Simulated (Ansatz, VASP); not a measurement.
InSe in VASP and in Ansatz

```xyz
4
Lattice="6.0952 -2.0553 -0.0053 6.0952 2.0553 -0.0053 -1.6653 0.0000 4.2721" Properties=species:S:1:pos:R:3 pbc="T T T"
In   10.7500    0.0000    0.1147
In   -0.2248    0.0000    4.1468
Se    6.9197    0.0000    2.7165
Se    3.6054    0.0000    1.5450
```

Change from the starting cell: strain +0.0375 x Voigt [1, 0, 0, 0, 0, 0], atoms carried along.

Alike in both runs: task single point; functional PBEsol; k mesh 8 × 8 × 6; occupations gaussian, width 0.05 eV; no spin polarisation.

|  | VASP | Ansatz |
| --- | --- | --- |
| version | VASP 6.6.1 | Ansatz 0.2.0 |
| potentials or method | VASP PAW PBE potentials, release 64 (In_d, Se), cutoff 520 eV | scalar-relativistic, plane waves, PAW |
| valence electrons in the cell | 38 | 58 |

Ansatz gave:

```
gap on the k mesh at the Fermi level (eV)                     : 0.44
least direct gap on the mesh (eV)                             : 1.00
pressure (GPa)                                                : -2.2
traceless stress, the component that is largest in VASP (GPa) : -2.16
rms of the force components (eV/Å)                            : 0.069
```

Task: Estimate VASP's values.

Result: gap on the k mesh at the Fermi level (eV): 0.44; least direct gap on the mesh (eV): 1.00; pressure (GPa): -2.1; traceless stress, the component that is largest in VASP (GPa): -2.16; rms of the force components (eV/Å): 0.069.

VASP's potentials were made for PBE, not for PBEsol. Atom by atom the forces differ by 0.008 eV/Å (rms over components). VASP's potentials hold 38 valence electrons a cell and Ansatz's 58, so a difference there can come from the potentials and not from the codes.
